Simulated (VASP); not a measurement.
# TiO2 (Rutile) (P4_2/mnm) in VASP: settings compared

Aim: see how the results for TiO2 (Rutile) move with the level of theory and the settings. Levels: PBEsol, PBE+D3(BJ), PBE+D4. Tasks: single point.

All numbers are computed with VASP 6.6.1; they aren't measurements. Logs are shortened: lines on timing, memory, paths and dates and some standing lists are left out, and cuts for length are marked.

## (1) The cell of the first run

It takes space group P4_2/mnm (No. 136, tetragonal). The conventional cell has a = 4.590 Å, b = 4.590 Å, c = 2.940 Å, α = 90.00°, β = 90.00°, γ = 90.00°. Ti (site symmetry mmm) has 6 O at 1.94 to 1.98 Å within 2.6 Å. Within 2.6 Å of O (site symmetry m2m) lie 3 Ti at 1.94 to 1.98 Å and 1 O at 2.54 Å.

## (2) Single point, PBEsol

The input, INCAR:

```
PREC = Accurate
ENCUT = 520
EDIFF = 1E-6
ISMEAR = 0
SIGMA = 0.01
LREAL = F
LASPH = T
NELM = 100
ALGO = Normal
ISIF = 2
LWAVE = F
LCHARG = F
GGA = PS
NBANDS = 33
```

The input, KPOINTS:

```
regular mesh
0
Gamma
  3 3 5
```

The input, POSCAR:

```
TiO2
1.0
    4.5900218569      0.0000000000      0.0000000000
    0.0000000000      4.5900218569      0.0000000000
    0.0000000000      0.0000000000      2.9403063096
Ti O
2 4
Direct
    0.0000000000      0.0000000000      0.0000000000
    0.5000000000      0.5000000000      0.5000000000
    0.3044288951      0.3044288951      0.0000000000
    0.1955711049      0.8044288951      0.5000000000
    0.6955711049      0.6955711049      0.0000000000
    0.8044288951      0.1955711049      0.5000000000
```

Potentials or basis: VASP PAW PBE potentials, release 64 (Ti_sv, O).

Started as:

```
cat potpaw_PBE.64/Ti_sv/POTCAR potpaw_PBE.64/O/POTCAR > POTCAR
mpirun -np 1 vasp_std > vasp.out
```

OUTCAR:

```text
PREC = Accurate
   ENCUT = 520
   EDIFF = 1E-6
   ISMEAR = 0
   LREAL = F
   LASPH = T
   NELM = 100
   ISIF = 2
   GGA = PS

 ion  position               nearest neighbor table
   1  0.000  0.000  0.000-   4 1.94   6 1.94   4 1.94   6 1.94   5 1.98   3 1.98
   2  0.500  0.500  0.500-   3 1.94   5 1.94   3 1.94   5 1.94   4 1.98   6 1.98
   3  0.304  0.304  0.000-   2 1.94   2 1.94   1 1.98
   4  0.196  0.804  0.500-   1 1.94   1 1.94   2 1.98
   5  0.696  0.696  0.000-   2 1.94   2 1.94   1 1.98
   6  0.804  0.196  0.500-   1 1.94   1 1.94   2 1.98

  LATTYP: Found a simple tetragonal cell.
 ALAT       =     4.5900218569
 C/A-ratio  =     0.6405865596

  Lattice vectors:

 A1 = (   4.5900218569,   0.0000000000,   0.0000000000)
 A2 = (   0.0000000000,   4.5900218569,   0.0000000000)
 A3 = (   0.0000000000,   0.0000000000,   2.9403063096)

Analysis of symmetry for initial positions (statically):
=====================================================================
 Subroutine PRICEL returns:
 Original cell was already a primitive cell.

 Routine SETGRP: Setting up the symmetry group for a
 simple tetragonal supercell.

 Subroutine GETGRP returns: Found 16 space group operations
 (whereof  8 operations were pure point group operations)
 out of a pool of 16 trial point group operations.

The static configuration has the point symmetry D_2h.
 The point group associated with its full space group is D_4h.

Analysis of symmetry for dynamics (positions and initial velocities):
=====================================================================
 Subroutine PRICEL returns:
 Original cell was already a primitive cell.

 Routine SETGRP: Setting up the symmetry group for a
 simple tetragonal supercell.

 Subroutine GETGRP returns: Found 16 space group operations
 (whereof  8 operations were pure point group operations)
 out of a pool of 16 trial point group operations.

The dynamic configuration has the point symmetry D_2h.
 The point group associated with its full space group is D_4h.

 Subroutine INISYM returns: Found 16 space group operations
 (whereof  8 operations are pure point group operations),
 and found     1 'primitive' translations

----------------------------------------------------------------------------------------

                                     Primitive cell

  volume of cell :      61.9473

  direct lattice vectors                    reciprocal lattice vectors
     4.590021857  0.000000000  0.000000000     0.217863886  0.000000000  0.000000000
     0.000000000  4.590021857  0.000000000     0.000000000  0.217863886  0.000000000
     0.000000000  0.000000000  2.940306310     0.000000000  0.000000000  0.340100620

  length of vectors
     4.590021857  4.590021857  2.940306310     0.217863886  0.217863886  0.340100620

  position of ions in fractional coordinates (direct lattice)
     0.000000000  0.000000000  0.000000000
     0.500000000  0.500000000  0.500000000
     0.304428895  0.304428895  0.000000000
     0.195571105  0.804428895  0.500000000
     0.695571105  0.695571105  0.000000000
     0.804428895  0.195571105  0.500000000

  ion indices of the primitive-cell ions
   primitive index   ion index
                 1           1
                 2           2
                 3           3
                 4           4
                 5           5
                 6           6

----------------------------------------------------------------------------------------

 KPOINTS: regular mesh

Automatic generation of k-mesh.
 Grid dimensions read from file:
 generate k-points for:    3    3    5

 Generating k-lattice:

  Cartesian coordinates                     Fractional coordinates (reciprocal lattice)
     0.072621295  0.000000000  0.000000000     0.333333333  0.000000000  0.000000000
     0.000000000  0.072621295  0.000000000     0.000000000  0.333333333  0.000000000
     0.000000000  0.000000000  0.068020124     0.000000000  0.000000000  0.200000000

  Length of vectors
     0.072621295  0.072621295  0.068020124

  Shift w.r.t. Gamma in fractional coordinates (k-lattice)
     0.000000000  0.000000000  0.000000000

 Subroutine IBZKPT returns following result:
 ===========================================

 Found      9 irreducible k-points:

 Following reciprocal coordinates:
            Coordinates               Weight
  0.000000  0.000000  0.000000      1.000000
  0.333333  0.000000  0.000000      4.000000
  0.333333  0.333333  0.000000      4.000000
  0.000000  0.000000  0.200000      2.000000
  0.333333  0.000000  0.200000      8.000000
  0.333333  0.333333  0.200000      8.000000
  0.000000  0.000000  0.400000      2.000000
  0.333333  0.000000  0.400000      8.000000
  0.333333  0.333333  0.400000      8.000000
   k-points           NKPTS =      9   k-points in BZ     NKDIM =      9   number of bands    NBANDS=     33
   number of dos      NEDOS =    301   number of ions     NIONS =      6
   total plane-waves  NPLWV =  31104
   dimension x,y,z NGX =    36 NGY =   36 NGZ =   24
   dimension x,y,z NGXF=    72 NGYF=   72 NGZF=   48
   ions per type =               2   4
   NGX,Y,Z   is equivalent  to a cutoff of  13.04, 13.04, 13.57 a.u.
   NGXF,Y,Z  is equivalent  to a cutoff of  26.08, 26.08, 27.14 a.u.
 SYSTEM =  unknown system
   PREC   = accura    normal or accurate (medium, high low for compatibility)
   ISTART =      0    job   : 0-new  1-cont  2-samecut
   ICHARG =      2    charge: 1-file 2-atom 10-const
   ISPIN  =      1    spin polarized calculation?
   LNONCOLLINEAR =      F non collinear calculations
   LSORBIT =      F    spin-orbit coupling
   LASPH  =      T    aspherical Exc in radial PAW
   ENCUT  =  520.0 eV  38.22 Ry    6.18 a.u.   8.53  8.53  5.47*2*pi/ulx,y,z
   NELM   =    100;   NELMIN=  2; NELMDL= -5     # of ELM steps
   EDIFF  = 0.1E-05   stopping-criterion for ELM
   LREAL  =      F    real-space projection
   EDIFFG = 0.1E-04   stopping-criterion for IOM
   NSW    =      0    number of steps for IOM
   IBRION =     -1    ionic relax: 0-MD 1-quasi-New 2-CG
   NFREE  =      0    steps in history (QN), initial steepest desc. (CG)
   ISIF   =      2    stress and relaxation
   ISYM   =      2    0-nonsym 1-usesym 2-fastsym
   POTIM  = 0.5000    time-step for ionic-motion
   TEBEG  =    0.0;   TEEND  =   0.0 temperature during run
   PSTRESS=    0.0 pullay stress
   NELECT =      48.0000    total number of electrons
   NUPDOWN=      -1.0000    fix difference up-down
   EMIN   =  10.00;   EMAX   =-10.00  energy-range for DOS
   EFERMI =   0.00;   METHOD = LEGACY
   ISMEAR =     0;   SIGMA  =   0.01  broadening in eV -4-tet -1-fermi 0-gaus
   EFERMI_NEDOS =   21; number of points for ismear=-14 and -15
   IALGO  =     38    algorithm
   IMIX   =      4    mixing-type and parameters
     AMIX     =   0.40;   BMIX     =  1.00
     AMIX_MAG =   1.60;   BMIX_MAG =  1.00
  volume/ion in A,a.u.               =      10.32        69.67
  Fermi-wavevector in a.u.,A,eV,Ry     =   1.503654  2.841494 30.762433  2.260975
  Thomas-Fermi vector in A             =   2.614736
   LORBIT       =      0    0 simple, 1 ext, 2 COOP (PROOUT), +10 PAW based schemes
   GGA     = PS    functional components
   LHFCALC =     F    Hartree Fock is set to
   AEXX    =    0.0000 exact exchange contribution
   IVDW    =     0    specifies the selected vdW correction
   LEPSILON=     F    determine dielectric tensor
   LRPA    =     F    only Hartree local field effects (RPA)
 non-spin polarized calculation
 Gauss-broadening in eV      SIGMA  =   0.01
  energy-cutoff  :      520.00
  volume of cell :       61.95
 maximum number of plane-waves:      1685
 NGX is ok and might be reduce to    36
   NGX = 17   NGY = 17   NGZ = 11

 number of electron      48.0000019 magnetization

 Free energy of the ion-electron system (eV)
  ---------------------------------------------------
  ext. energy  EPLUGINS =         0.00000000
  ---------------------------------------------------
  free energy    TOTEN  =       -56.09342190 eV

  energy without entropy =      -56.09342190  energy(sigma->0) =      -56.09342190

 E-fermi :   4.8869     XC(G=0): -11.7434

 val. band max:        4.8062490085   @ k =   0.0000   0.0000   0.0000
 cond. band min:       6.6422841853   @ k =   0.0000   0.0000   0.0000
 fundamental gap:      1.8360351768
 Fermi energy:         4.8869158235

 k-point     1 :       0.0000    0.0000    0.0000
  band No.  band energies     occupation
      1     -51.8233      2.00000
      2     -51.8050      2.00000
      3     -28.2543      2.00000
      4     -28.2543      2.00000
      5     -28.0794      2.00000
      6     -28.0794      2.00000
[... 25 lines left out ...]
     32      11.5243      0.00000
     33      11.5409      0.00000

 k-point     2 :       0.3333    0.0000    0.0000
  band No.  band energies     occupation
      1     -51.8187      2.00000
      2     -51.8095      2.00000
      3     -28.2200      2.00000
      4     -28.2175      2.00000
      5     -28.1196      2.00000
      6     -28.1171      2.00000
[... 25 lines left out ...]
     32      11.2359      0.00000
     33      11.2777      0.00000

 k-point     3 :       0.3333    0.3333    0.0000
  band No.  band energies     occupation
      1     -51.8164      2.00000
      2     -51.8118      2.00000
      3     -28.2644      2.00000
      4     -28.2270      2.00000
      5     -28.1120      2.00000
      6     -28.0732      2.00000
[... 25 lines left out ...]
     32      11.2255      0.00000
     33      11.2513      0.00000

 k-point     4 :       0.0000    0.0000    0.2000
  band No.  band energies     occupation
      1     -51.8062      2.00000
      2     -51.7913      2.00000
      3     -28.2097      2.00000
      4     -28.2097      2.00000
      5     -28.2030      2.00000
      6     -28.1765      2.00000
[... 133 lines left out ...]
     32      10.6676      0.00000
     33      10.9432      0.00000

 k-point     8 :       0.3333    0.0000    0.4000
  band No.  band energies     occupation
      1     -51.7751      2.00000
      2     -51.7722      2.00000
      3     -28.4700      2.00000
      4     -28.4652      2.00000
      5     -28.1091      2.00000
      6     -28.1051      2.00000
[... 25 lines left out ...]
     32      10.0090      0.00000
     33      11.5991      0.00000

 k-point     9 :       0.3333    0.3333    0.4000
  band No.  band energies     occupation
      1     -51.7743      2.00000
      2     -51.7729      2.00000
      3     -28.4664      2.00000
      4     -28.4590      2.00000
      5     -28.1291      2.00000
      6     -28.1104      2.00000
[... 25 lines left out ...]
     32      10.8462      0.00000
     33      10.9275      0.00000

------------------------ aborting loop because EDIFF is reached ----------------------------------------

  FORCE on cell =-STRESS in cart. coord.  units (eV):
  Direction    XX          YY          ZZ          XY          YZ          ZX
  --------------------------------------------------------------------------------------
  -------------------------------------------------------------------------------------
  Total        0.2196530      0.2196530      0.3405301     -0.0000000      0.0000000      0.0000000
  in kB        5.6810117      5.6810117      8.8073239     -0.0000000      0.0000000      0.0000000
  external PRESSURE =       6.7231158 kB  Pullay stress =       0.0000000 kB

 VOLUME and BASIS-vectors are now :
 -----------------------------------------------------------------------------
  energy-cutoff  :      520.00
  volume of cell :       61.95
      direct lattice vectors                 reciprocal lattice vectors
     4.590021857  0.000000000  0.000000000     0.217863886  0.000000000  0.000000000
     0.000000000  4.590021857  0.000000000     0.000000000  0.217863886  0.000000000
     0.000000000  0.000000000  2.940306310     0.000000000  0.000000000  0.340100620

 POSITION                                       TOTAL-FORCE (eV/Angst)
 -----------------------------------------------------------------------------------
      0.00000      0.00000      0.00000         0.000000      0.000000      0.000000
      2.29501      2.29501      1.47015         0.000000      0.000000      0.000000
      1.39734      1.39734      0.00000        -0.017698     -0.017698      0.000000
      0.89768      3.69235      1.47015         0.017698     -0.017698      0.000000
      3.19269      3.19269      0.00000         0.017698      0.017698      0.000000
      3.69235      0.89768      1.47015        -0.017698      0.017698      0.000000
 -----------------------------------------------------------------------------------
    total drift:                                0.000000      0.000000      0.000000

  FREE ENERGIE OF THE ION-ELECTRON SYSTEM (eV)
  ---------------------------------------------------
  free  energy   TOTEN  =       -56.0934219033 eV

  energy  without entropy=      -56.0934219033  energy(sigma->0) =      -56.09342190
```

It took 12 s on 1 thread of AMD EPYC 9R45 (Zen 5), shared host; peak memory 0.14 GiB.

What came out:

```yaml
Free_energy: -56.0934 eV
Pressure: 0.7 GPa
Largest_force: 0.025 eV/Å
Band_gap_on_the_k_mesh: 1.84 eV, direct
```

Forces on the atoms (eV/Å):
```
Ti   0.000  0.000  0.000
Ti   0.000  0.000  0.000
O   -0.018 -0.018  0.000
O    0.018 -0.018  0.000
O    0.018  0.018  0.000
O   -0.018  0.018  0.000
```

Levels at points of the mesh, in eV from the valence-band top:
| k point | band 21 | band 22 | band 23 | band 24 | band 25 | band 26 | band 27 | band 28 |
| --- | --- | --- | --- | --- | --- | --- | --- | --- |
| (0.00, 0.00, 0.00) | -0.69 | -0.46 | -0.46 | 0.00 | 1.84 | 2.12 | 2.41 | 2.51 |

Caveat: the k points lie up to 0.46 Å⁻¹ apart; the PAW data sets were made with another functional, which shifts forces and pressure a little. A k mesh can miss the band edges.

## (3) Single point, PBE+D3(BJ)

This run uses another cell than the first one, of 10.45 Å³/atom, 1.012 times its volume.

The input, INCAR:

```
SYSTEM = TiO2
PREC = Accurate ; ENCUT = 520
EDIFF = 1E-6 ; ISMEAR = 0
SIGMA = 0.01 ; LREAL = .FALSE.
LASPH = .TRUE. ; NELM = 80
ALGO = Normal ; ISIF = 2
LWAVE = .FALSE. ; LCHARG = .TRUE.
GGA = PE ; IVDW = 12
LELF = .TRUE. ; LVHAR = .TRUE.
NBANDS = 33
```

The input, KPOINTS:

```
Automatic mesh
0
G
  3 3 5
  0 0 0
```

The input, POSCAR:

```
TiO2
1.0
    4.6065478910      0.0000000000      0.0000000000
    0.0000000000      4.6065478910      0.0000000000
    0.0000000000      0.0000000000      2.9557081709
Ti O
2 4
Direct
    0.0000000000      0.0000000000      0.0000000000
    0.5000000000      0.5000000000      0.5000000000
    0.3043505538      0.3043505538      0.0000000000
    0.1956494462      0.8043505538      0.5000000000
    0.6956494462      0.6956494462      0.0000000000
    0.8043505538      0.1956494462      0.5000000000
```

Potentials or basis: VASP PAW PBE potentials, release 64 (Ti_sv, O).

Started as:

```
cat potpaw_PBE.64/Ti_sv/POTCAR potpaw_PBE.64/O/POTCAR > POTCAR
mpirun -np 1 vasp_std > vasp.out
```

It took 15 s on 1 thread of AMD EPYC 9R45 (Zen 5), shared host; peak memory 0.15 GiB.

Results (log left out):

```
Free energy                : -55.1362 eV
Pressure                   : 0.7 GPa
Largest force              : 0.024 eV/Å
Band gap on the k mesh     : 1.84 eV, direct
Dispersion energy per atom : -0.247 eV
```

Forces in eV/Å, atoms in the order of the input:
```
Ti   0.000  0.000  0.000
Ti   0.000  0.000  0.000
O   -0.017 -0.017  0.000
O    0.017 -0.017  0.000
O    0.017  0.017  0.000
O   -0.017  0.017  0.000
```

Stress tensor (GPa, compression positive):
```
0.60 0.00 0.00
0.00 0.60 0.00
0.00 0.00 0.87
```

Levels at points of the mesh, in eV from the valence-band top:
| k point | band 20 | band 21 | band 22 | band 23 | band 24 | band 25 | band 26 | band 27 | band 28 | band 29 |
| --- | --- | --- | --- | --- | --- | --- | --- | --- | --- | --- |
| (0.00, 0.00, 0.00) | -1.96 | -0.70 | -0.45 | -0.45 | 0.00 | 1.84 | 2.12 | 2.38 | 2.48 | 2.48 |

Caveat: the k points lie up to 0.45 Å⁻¹ apart.

## (4) Single point, PBE+D4

This run uses another cell than the first one, of 10.45 Å³/atom, 1.012 times its volume.

The input, INCAR:

```
ALGO = Normal ; EDIFF = 1E-6
ENCUT = 520 ; GGA = PE
ISIF = 2 ; ISMEAR = 0
IVDW = 13 ; LASPH = T
LCHARG = F ; LREAL = F
LWAVE = F ; NBANDS = 33
NELM = 60 ; PREC = Accurate
SIGMA = 0.01
```

The input, KPOINTS:

```
k-points
0
Gamma
  3 3 5
```

The input, POSCAR:

```
TiO2
1.0
    4.6062446423      0.0000000000      0.0000000000
    0.0000000000      4.6062446423      0.0000000000
    0.0000000000      0.0000000000      2.9557319826
Ti O
2 4
Direct
    0.0000000000      0.0000000000      0.0000000000
    0.5000000000      0.5000000000      0.5000000000
    0.3045365004      0.3045365004      0.0000000000
    0.1954634996      0.8045365004      0.5000000000
    0.6954634996      0.6954634996      0.0000000000
    0.8045365004      0.1954634996      0.5000000000
```

Started as:

```
cat potpaw_PBE.64/Ti_sv/POTCAR potpaw_PBE.64/O/POTCAR > POTCAR
mpirun -np 1 vasp_std > vasp.out
```

Wall time 15 s (1 thread of AMD EPYC 9R45 (Zen 5), shared host); peak memory 0.14 GiB.

The run converged. Its results:

* Free energy: -54.8872 eV
* Pressure: 0.7 GPa
* Largest force: 0.026 eV/Å
* Band gap on the k mesh: 1.84 eV, direct
* Dispersion energy per atom: -0.206 eV

Forces on the atoms (eV/Å):
```
Ti   0.000  0.000  0.000
Ti   0.000  0.000  0.000
O   -0.019 -0.019  0.000
O    0.019 -0.019  0.000
O    0.019  0.019  0.000
O   -0.019  0.019  0.000
```

Stress tensor (GPa, compression positive):
```
0.60 0.00 0.00
0.00 0.60 0.00
0.00 0.00 0.89
```

Levels at points of the mesh, in eV from the valence-band top:
| k point | band 21 | band 22 | band 23 | band 24 | band 25 | band 26 | band 27 | band 28 |
| --- | --- | --- | --- | --- | --- | --- | --- | --- |
| (0.00, 0.00, 0.00) | -0.70 | -0.45 | -0.45 | 0.00 | 1.84 | 2.13 | 2.39 | 2.48 |

Caveat: the k points lie up to 0.45 Å⁻¹ apart. A k mesh can miss the band edges.

## (5) The runs side by side

| level | cell | gap on the mesh (eV) | pressure (GPa) | largest force (eV/Å) |
| --- | --- | --- | --- | --- |
| PBEsol | a = 4.590, b = 4.590, c = 2.940 Å, 6 atoms | 1.84 | 0.7 | 0.03 |
| PBE+D3(BJ) | a = 4.607, b = 4.607, c = 2.956 Å, 6 atoms | 1.84 | 0.7 | 0.02 |
| PBE+D4 | a = 4.606, b = 4.606, c = 2.956 Å, 6 atoms | 1.84 | 0.7 | 0.03 |

Alike in all rows: task single point; potentials or basis VASP PAW PBE potentials, release 64 (Ti_sv, O); no spin polarisation; k mesh 3 × 3 × 5; cutoff (eV) 520; smearing gaussian 0.01 eV.

Caveats: all runs use coarse meshes; the PAW data sets were made with another functional, which shifts forces and pressure a little (some runs).

Total energies depend on the potentials used, so only differences within one code and one set of settings carry meaning.
